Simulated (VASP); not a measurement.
Write the native input for VASP 6.6.1 that does the following.

```yaml
Task: single point
Functional: PBE
Potentials_or_basis: VASP PAW PBE potentials, release 64 (Na_pv, Cd, In_d)
Cutoff: 520 eV
k_mesh: 12 × 12 × 14
Occupations: gaussian, width 0.1 eV
Spin: no spin polarisation
Dipole_correction: no
Further_INCAR_settings: ALGO = Fast; EDIFF = 1e-07; NBANDS = 23
```

The structure of NaCdIn lies in POSCAR:

```
NaCdIn
1.0
    5.0571803886      0.0000000027      0.0000000000
   -2.5285901967      4.3796466867      0.0000000000
    0.0000000000      0.0000000000      3.3047559869
Na Cd In
1 1 1
Direct
    0.0000000000      0.0000000000      0.0000000000
    0.6666666667      0.3333333333      0.5000000000
    0.3333333333      0.6666666667      0.5000000000
```

One way to write it, as run:

INCAR

```
SYSTEM = NaCdIn
  PREC = Accurate
  ENCUT = 520
  EDIFF = 1E-7
  ISMEAR = 0
  SIGMA = 0.1
  LREAL = .False.
  LASPH = .True.
  NELM = 60
  ALGO = Fast
  ISIF = 2
  LWAVE = .False.
  LCHARG = .False.
  GGA = PE
  NBANDS = 23
```

KPOINTS

```
regular mesh
0
Gamma
  12 12 14
  0 0 0
```

Potentials or basis: VASP PAW PBE potentials, release 64 (Na_pv, Cd, In_d).

Launch:

```console
$ cat potpaw_PBE.64/Na_pv/POTCAR potpaw_PBE.64/Cd/POTCAR potpaw_PBE.64/In_d/POTCAR > POTCAR
$ mpirun -np 1 vasp_std > vasp.out
```

Results of the run:

| Quantity | Value |
| --- | --- |
| Pressure | 1.9 GPa |
| Band gap on the k mesh | zero (bands 16 and 17 overlap by 3.14 eV) |

Caveat: spin-orbit coupling is left out, which moves the levels of the heavy elements.

Run time: 6.7 min on 1 thread of Oxide Virtual Turin-like Processor (shared host), peak memory 0.38 GiB.
